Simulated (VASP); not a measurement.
Wanted: the native input for a VASP 6.6.1 run.

| Quantity | Value |
| --- | --- |
| Task | relaxation of cell and atoms |
| Functional | PBE |
| Potentials or basis | VASP PAW PBE potentials, release 64 (Sn_d, O) |
| Cutoff | 600 eV |
| k mesh | 6 × 6 × 9 |
| Occupations | gaussian, width 0.01 eV |
| Spin | no spin polarisation |
| Dipole correction | no |
| Further INCAR settings | ALGO = Normal; EDIFF = 1e-07; IBRION = 2; EDIFFG = -0.001; NSW = 80; ISIF = 3 |

The structure of SnO2 lies in POSCAR:

```
SnO2
1.0
    4.7380000000      0.0000000000      0.0000000000
    0.0000000000      4.7380000000      0.0000000000
    0.0000000000      0.0000000000      3.1865000000
Sn O
2 4
Direct
    0.0000000000      0.0000000000      0.0000000000
    0.5000000000      0.5000000000      0.5000000000
    0.3071000000      0.3071000000      0.0000000000
    0.1929000000      0.8071000000      0.5000000000
    0.6929000000      0.6929000000      0.0000000000
    0.8071000000      0.1929000000      0.5000000000
```

One way to write it, as run:

INCAR

```
ALGO = Normal
EDIFF = 1E-7
EDIFFG = -0.001
ENCUT = 600
GGA = PE
IBRION = 2
ISIF = 3
ISMEAR = 0
LASPH = True
LCHARG = False
LREAL = False
LWAVE = False
NELM = 80
NSW = 80
PREC = Accurate
SIGMA = 0.01
```

KPOINTS

```
k-points
0
Gamma
  6 6 9
```

Potentials or basis: VASP PAW PBE potentials, release 64 (Sn_d, O).

Command:

```sh
$ cat potpaw_PBE.64/Sn_d/POTCAR potpaw_PBE.64/O/POTCAR > POTCAR
$ mpirun -np 1 vasp_std > vasp.out
```

Results of the run:

```
Relaxed volume                        : 12.61 Å³/atom
Relaxed cell                          : a = 4.830 Å, b = 4.830 Å, c = 3.242 Å, α = 90.00°, β = 90.00°, γ = 90.00°
Space group after relaxing (to 0.1 Å) : P4_2/mnm (No. 136)
Energy gained by relaxing             : 23.7 meV/atom
Ionic steps                           : 10
Pressure after relaxing               : 0.0 GPa
Band gap on the k mesh                : 0.64 eV
```

Caveat: spin-orbit coupling is left out, which moves the levels of the heavy elements.

Run time: 10 min on 1 thread of Intel(R) Xeon(R) Platinum 8488C (Sapphire Rapids) (shared host), peak memory 0.28 GiB.
